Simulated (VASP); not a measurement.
Write the native input for VASP 6.6.1 that does the following.

* Task: single point
* Functional: revPBE
* Potentials or basis: VASP PAW PBE potentials, release 64 (Zn, Cd, N)
* Cutoff: 520 eV
* k mesh: 12 × 12 × 4
* Occupations: fermi-dirac, width 0.1 eV
* Spin: no spin polarisation
* Dipole correction: no
* Further INCAR settings: ALGO = Normal; EDIFF = 1e-06; NBANDS = 31

The structure of Zn2CdN2 lies in POSCAR:

```
Zn2CdN2
1.0
    3.4684690000      0.0000000000      0.0000000000
   -1.7342345000      3.0037822662      0.0000000000
    0.0000000000      0.0000000000      6.1113010000
Zn Cd N
2 1 2
Direct
    0.6666670000      0.3333330000      0.1481300000
    0.3333330000      0.6666670000      0.8518700000
    0.0000000000      0.0000000000      0.5000000000
    0.6666670000      0.3333330000      0.7660630000
    0.3333330000      0.6666670000      0.2339370000
```

One way to write it, as run:

INCAR

```
PREC = Accurate
ENCUT = 520
EDIFF = 1E-6
ISMEAR = -1
SIGMA = 0.1
LREAL = F
LASPH = T
NELM = 80
ALGO = Normal
ISIF = 2
LWAVE = F
LCHARG = F
GGA = RE
NBANDS = 31
```

KPOINTS

```
regular mesh
0
Gamma
  12 12 4
```

Potentials or basis: VASP PAW PBE potentials, release 64 (Zn, Cd, N).

The run is started by

```console
$ cat potpaw_PBE.64/Zn/POTCAR potpaw_PBE.64/Cd/POTCAR potpaw_PBE.64/N/POTCAR > POTCAR
$ mpirun -np 1 vasp_std > vasp.out
```

Results of the run:

```
Pressure               : 2.7 GPa
Largest force          : 0.026 eV/Å
Band gap on the k mesh : zero (band 23 reaches 3.16 eV, above the bottom of band 24 at 2.94 eV)
```

Caveat: the PAW data sets were made with another functional, which shifts forces and pressure a little.

Run time: 2.9 min on 1 thread of Intel(R) Xeon(R) Platinum 8259CL CPU @ 2.50GHz (Skylake/Cascade Lake) (shared host), peak memory 0.27 GiB.
